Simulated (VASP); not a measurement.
# Sn in VASP: further runs

Sn is run at these levels: PBE; tasks: single point.

Everything below comes from runs of VASP 6.6.1. Logs are shortened: lines on timing, memory, paths and dates and some standing lists are left out, and cuts for length are marked.

### Step 1. The cell of the first run

Symmetry: Fd-3m, No. 227, cubic system. Conventional cell: a = 6.491 Å, b = 6.491 Å, c = 6.491 Å, α = 90.00°, β = 90.00°, γ = 90.00°. Sn (site symmetry -43m) has 4 Sn at 2.81 Å within 3.7 Å.

### Step 2. Single point, PBE

Contents of INCAR:

```
SYSTEM = Sn
PREC = Accurate
ENCUT = 520
EDIFF = 1E-7
ISMEAR = -1
SIGMA = 0.03
LREAL = .False.
LASPH = .True.
NELM = 80
ALGO = Normal
ISIF = 2
LWAVE = .False.
LCHARG = .True.
GGA = PE
LELF = .True.
LVHAR = .True.
NBANDS = 21
```

Contents of KPOINTS:

```
regular mesh
0
Gamma
  9 9 9
  0 0 0
```

Contents of POSCAR:

```
Sn
1.0
    0.0000000000      3.2456000000      3.2456000000
    3.2456000000      0.0000000000      3.2456000000
    3.2456000000      3.2456000000      0.0000000000
Sn
2
Direct
    0.5000000000      0.5000000000      0.5000000000
    0.7500000000      0.7500000000      0.7500000000
```

Potentials or basis: VASP PAW PBE potentials, release 64 (Sn_d).

Launch:

```console
> cat potpaw_PBE.64/Sn_d/POTCAR > POTCAR
> mpirun -np 1 vasp_std > vasp.out
```

OUTCAR:

```text
SYSTEM = Sn
   PREC = Accurate
   ENCUT = 520
   EDIFF = 1E-7
   ISMEAR = -1
   LREAL = .False.
   LASPH = .True.
   NELM = 80
   ISIF = 2
   GGA = PE

 ion  position               nearest neighbor table
   1  0.500  0.500  0.500-   2 2.81   2 2.81   2 2.81   2 2.81
   2  0.750  0.750  0.750-   1 2.81   1 2.81   1 2.81   1 2.81

  LATTYP: Found a face centered cubic cell.
 ALAT       =     6.4912000000

  Lattice vectors:

 A1 = (   0.0000000000,   3.2456000000,   3.2456000000)
 A2 = (   3.2456000000,   0.0000000000,   3.2456000000)
 A3 = (   3.2456000000,   3.2456000000,   0.0000000000)

Analysis of symmetry for initial positions (statically):
=====================================================================
 Subroutine PRICEL returns:
 Original cell was already a primitive cell.

 Routine SETGRP: Setting up the symmetry group for a
 face centered cubic supercell.

 Subroutine GETGRP returns: Found 48 space group operations
 (whereof 24 operations were pure point group operations)
 out of a pool of 48 trial point group operations.

The static configuration has the point symmetry T_d .
 The point group associated with its full space group is O_h .

Analysis of symmetry for dynamics (positions and initial velocities):
=====================================================================
 Subroutine PRICEL returns:
 Original cell was already a primitive cell.

 Routine SETGRP: Setting up the symmetry group for a
 face centered cubic supercell.

 Subroutine GETGRP returns: Found 48 space group operations
 (whereof 24 operations were pure point group operations)
 out of a pool of 48 trial point group operations.

The dynamic configuration has the point symmetry T_d .
 The point group associated with its full space group is O_h .

 Subroutine INISYM returns: Found 48 space group operations
 (whereof 24 operations are pure point group operations),
 and found     1 'primitive' translations

----------------------------------------------------------------------------------------

                                     Primitive cell

  volume of cell :      68.3778

  direct lattice vectors                    reciprocal lattice vectors
     0.000000000  3.245600000  3.245600000    -0.154054720  0.154054720  0.154054720
     3.245600000  0.000000000  3.245600000     0.154054720 -0.154054720  0.154054720
     3.245600000  3.245600000  0.000000000     0.154054720  0.154054720 -0.154054720
[... 74 lines left out ...]
 SYSTEM =  Sn
   PREC   = accura    normal or accurate (medium, high low for compatibility)
   ISTART =      0    job   : 0-new  1-cont  2-samecut
   ICHARG =      2    charge: 1-file 2-atom 10-const
   ISPIN  =      1    spin polarized calculation?
   LNONCOLLINEAR =      F non collinear calculations
   LSORBIT =      F    spin-orbit coupling
   LASPH  =      T    aspherical Exc in radial PAW
   ENCUT  =  520.0 eV  38.22 Ry    6.18 a.u.   8.53  8.53  8.53*2*pi/ulx,y,z
   NELM   =     80;   NELMIN=  2; NELMDL= -5     # of ELM steps
   EDIFF  = 0.1E-06   stopping-criterion for ELM
   LREAL  =      F    real-space projection
   EDIFFG = 0.1E-05   stopping-criterion for IOM
   NSW    =      0    number of steps for IOM
   IBRION =     -1    ionic relax: 0-MD 1-quasi-New 2-CG
   NFREE  =      0    steps in history (QN), initial steepest desc. (CG)
   ISIF   =      2    stress and relaxation
   ISYM   =      2    0-nonsym 1-usesym 2-fastsym
   POTIM  = 0.5000    time-step for ionic-motion
   TEBEG  =    0.0;   TEEND  =   0.0 temperature during run
   PSTRESS=    0.0 pullay stress
   NELECT =      28.0000    total number of electrons
   NUPDOWN=      -1.0000    fix difference up-down
   EMIN   =  10.00;   EMAX   =-10.00  energy-range for DOS
   EFERMI =   0.00;   METHOD = LEGACY
   ISMEAR =    -1;   SIGMA  =   0.03  broadening in eV -4-tet -1-fermi 0-gaus
   EFERMI_NEDOS =   21; number of points for ismear=-14 and -15
   IALGO  =     38    algorithm
   IMIX   =      4    mixing-type and parameters
     AMIX     =   0.40;   BMIX     =  1.00
     AMIX_MAG =   1.60;   BMIX_MAG =  1.00
  volume/ion in A,a.u.               =      34.19       230.72
  Fermi-wavevector in a.u.,A,eV,Ry     =   1.215689  2.297319 20.108049  1.477900
  Thomas-Fermi vector in A             =   2.351068
   LORBIT       =      0    0 simple, 1 ext, 2 COOP (PROOUT), +10 PAW based schemes
   GGA     = PE    functional components
   LHFCALC =     F    Hartree Fock is set to
   AEXX    =    0.0000 exact exchange contribution
   IVDW    =     0    specifies the selected vdW correction
   LEPSILON=     F    determine dielectric tensor
   LRPA    =     F    only Hartree local field effects (RPA)
 non-spin polarized calculation
  energy-cutoff  :      520.00
  volume of cell :       68.38
 maximum number of plane-waves:      1856
 NGX is ok and might be reduce to    36
   NGX = 17   NGY = 17   NGZ = 17

 number of electron      28.0000001 magnetization

 Free energy of the ion-electron system (eV)
  ---------------------------------------------------
  ext. energy  EPLUGINS =         0.00000000
  ---------------------------------------------------
  free energy    TOTEN  =        -7.63959715 eV

  energy without entropy =       -7.63904739  energy(sigma->0) =       -7.63932227

 E-fermi :   5.6162     XC(G=0):  -8.8713

 val. band max:        5.4872543101   @ k =   0.1111   0.0000   0.0000
 cond. band min:       5.6460656214   @ k =   0.4444   0.0000   0.0000
 fundamental gap:      0.1588113113
 Fermi energy:         5.6162199227

 k-point     1 :       0.0000    0.0000    0.0000
  band No.  band energies     occupation
      1     -16.0479      2.00000
      2     -16.0479      2.00000
      3     -16.0479      2.00000
      4     -15.9884      2.00000
      5     -15.9884      2.00000
      6     -15.6801      2.00000
[... 565 lines left out ...]
     20      15.5394      0.00000
     21      15.8060      0.00000

 [... further k-points ...]
[... 5 lines left out ...]
  --------------------------------------------------------------------------------------
  -------------------------------------------------------------------------------------
  Total        1.3390611      1.3390611      1.3390611     -0.0000000      0.0000000     -0.0000000
  in kB       31.3758848     31.3758848     31.3758848     -0.0000000      0.0000000     -0.0000000
  external PRESSURE =      31.3758848 kB  Pullay stress =       0.0000000 kB

 VOLUME and BASIS-vectors are now :
 -----------------------------------------------------------------------------
  energy-cutoff  :      520.00
  volume of cell :       68.38
      direct lattice vectors                 reciprocal lattice vectors
     0.000000000  3.245600000  3.245600000    -0.154054720  0.154054720  0.154054720
     3.245600000  0.000000000  3.245600000     0.154054720 -0.154054720  0.154054720
     3.245600000  3.245600000  0.000000000     0.154054720  0.154054720 -0.154054720

 POSITION                                       TOTAL-FORCE (eV/Angst)
 -----------------------------------------------------------------------------------
      3.24560      3.24560      3.24560        -0.000000     -0.000000     -0.000000
      4.86840      4.86840      4.86840         0.000000      0.000000      0.000000
 -----------------------------------------------------------------------------------
    total drift:                                0.000000      0.000000      0.000000

  FREE ENERGIE OF THE ION-ELECTRON SYSTEM (eV)
  ---------------------------------------------------
  free  energy   TOTEN  =        -7.6395971549 eV

  energy  without entropy=       -7.6390473931  energy(sigma->0) =       -7.63932227
```

Run time: 38 s. Hardware: 1 thread of Intel Xeon Platinum 8488C (Sapphire Rapids), shared host; peak memory 0.21 GiB.

Results:

| Item | Value |
| --- | --- |
| Free energy | -7.6396 eV |
| Pressure | 3.1 GPa |
| Band gap on the k mesh | zero (band 14 reaches 5.72 eV, above the bottom of band 15 at 5.65 eV) |

Caveat: spin-orbit coupling is left out, which moves the levels of the heavy elements.

### Step 3. Single point, PBE

Contents of INCAR:

```
PREC     = Accurate       # precision mode
ENCUT    = 520            # plane-wave cutoff, eV
EDIFF    = 1E-7           # SCF threshold, eV
ISMEAR   = -1             # smearing method
SIGMA    = 0.03           # smearing width, eV
LREAL    = F              # projectors in reciprocal space
LASPH    = T              # aspherical terms in the spheres
NELM     = 100            # most SCF steps
ALGO     = Normal         # electronic algorithm
ISIF     = 2              # what is computed and relaxed
LWAVE    = F              # write WAVECAR
LCHARG   = F              # write CHGCAR
GGA      = PE             # functional
NBANDS   = 21             # bands
```

Contents of KPOINTS:

```
regular mesh
0
Gamma
  9 9 9
```

POSCAR is that of step 2.

Potentials or basis: VASP PAW PBE potentials, release 64 (Sn_d).

Launch:

```console
> cat potpaw_PBE.64/Sn_d/POTCAR > POTCAR
> mpirun -np 1 vasp_std > vasp.out
```

Wall time 35 s (1 thread of Intel Xeon Platinum 8488C (Sapphire Rapids), shared host); peak memory 0.21 GiB.

The run converged. Its results:

| Property | Result |
| --- | --- |
| Free energy | -7.6396 eV |
| Pressure | 3.1 GPa |
| Band gap on the k mesh | zero (band 14 reaches 5.72 eV, above the bottom of band 15 at 5.65 eV) |

Levels at points of the mesh, in eV from the Fermi level:
```
           k point  band 10  band 11  band 12  band 13  band 14  band 15  band 16  band 17  band 18  band 19
(0.00, 0.00, 0.00)   -21.29   -10.58    -0.62     0.10     0.10     0.10     2.18     2.18     2.18     5.04
```

Caveat: spin-orbit coupling is left out, which moves the levels of the heavy elements.

### Step 4. Single point, PBE (x and y stretched by +2 %, z held)

Contents of INCAR:

```
ALGO     = Normal         # electronic algorithm
EDIFF    = 1E-7           # SCF threshold, eV
ENCUT    = 520            # plane-wave cutoff, eV
GGA      = PE             # functional
ISIF     = 2              # what is computed and relaxed
ISMEAR   = -1             # smearing method
LASPH    = True           # aspherical terms in the spheres
LCHARG   = False          # write CHGCAR
LREAL    = False          # projectors in reciprocal space
LWAVE    = False          # write WAVECAR
NBANDS   = 21             # bands
NELM     = 100            # most SCF steps
PREC     = Accurate       # precision mode
SIGMA    = 0.03           # smearing width, eV
```

Contents of KPOINTS:

```
k-points
0
Gamma
  9 9 9
```

Contents of POSCAR:

```
Sn
1.0
    0.0000000000      3.3105120000      3.2456000000
    3.3105120000      0.0000000000      3.2456000000
    3.3105120000      3.3105120000      0.0000000000
Sn
2
Direct
    0.5000000000      0.5000000000      0.5000000000
    0.7500000000      0.7500000000      0.7500000000
```

Launch:

```console
> cat potpaw_PBE.64/Sn_d/POTCAR > POTCAR
> mpirun -np 1 vasp_std > vasp.out
```

Wall time 78 s (1 thread of Intel Xeon Platinum 8488C (Sapphire Rapids), shared host); peak memory 0.25 GiB.

It converged, with:

```yaml
Free_energy: -7.6766 eV
Pressure: 1.3 GPa
Band_gap_on_the_k_mesh: zero (band 14 reaches 5.27 eV, above the bottom of band 15 at 5.16 eV)
```

Stress tensor (GPa, compression positive):
```
1.14 0.00 0.00
0.00 1.14 0.00
0.00 0.00 1.68
```

Levels at points of the mesh, in eV from the Fermi level:
```csv
k point,band 12,band 13,band 14,band 15,band 16,band 17
"(0.00, 0.00, 0.00)",-0.86,0.10,0.10,0.23,2.16,2.24
```

Caveat: the cell differs from its parent crystal (x and y stretched by +2 %, z held); spin-orbit coupling is left out, which moves the levels of the heavy elements.

### Step 5. Single point, PBE (volume scaled by 0.9405)

Changes to INCAR since step 4:

```diff
@@ -1,3 +1,3 @@
 ALGO     = Normal         # electronic algorithm
-EDIFF    = 1E-7           # SCF threshold, eV
+EDIFF    = 1E-6           # SCF threshold, eV
 ENCUT    = 520            # plane-wave cutoff, eV
```

KPOINTS is that of step 4.

Contents of POSCAR:

```
Sn
1.0
    0.0000000000      3.1799082881      3.1799082881
    3.1799082881      0.0000000000      3.1799082881
    3.1799082881      3.1799082881      0.0000000000
Sn
2
Direct
    0.5000000000      0.5000000000      0.5000000000
    0.7500000000      0.7500000000      0.7500000000
```

Launch:

```console
> cat potpaw_PBE.64/Sn_d/POTCAR > POTCAR
> mpirun -np 1 vasp_std > vasp.out
```

Wall time 38 s (1 thread of Intel Xeon Platinum 8259CL at 2.50GHz (Skylake/Cascade Lake), shared host); peak memory 0.21 GiB.

The run converged. Its results:

| Quantity | Value |
| --- | --- |
| Free energy | -7.5158 eV |
| Pressure | 6.7 GPa |
| Band gap on the k mesh | zero (filled and empty bands touch) |

Levels at points of the mesh, in eV from the Fermi level:
| k point | band 11 | band 12 | band 13 | band 14 | band 15 | band 16 | band 17 | band 18 |
| --- | --- | --- | --- | --- | --- | --- | --- | --- |
| (0.00, 0.00, 0.00) | -11.10 | -0.28 | 0.01 | 0.01 | 0.01 | 2.09 | 2.09 | 2.09 |

Caveat: spin-orbit coupling is left out, which moves the levels of the heavy elements.

### Step 6. Summary

```tsv
cell	gap on the mesh (eV)	pressure (GPa)
a = 4.590 Å, angles 60.0°, 2 atoms	none	3.1
a = 4.636, b = 4.636, c = 4.682 Å, angles 59.7, 59.7, 60.7°, 2 atoms	none	1.3
a = 4.497 Å, angles 60.0°, 2 atoms	none	6.7
```

Alike in all rows: task single point; level PBE; potentials or basis VASP PAW PBE potentials, release 64 (Sn_d); no spin polarisation; k mesh 9 × 9 × 9; cutoff (eV) 520; smearing fermi-dirac 0.03 eV.

Caveats: spin-orbit coupling is left out, which moves the levels of the heavy elements.

Total energies depend on the potentials used, so only differences within one code and one set of settings carry meaning.
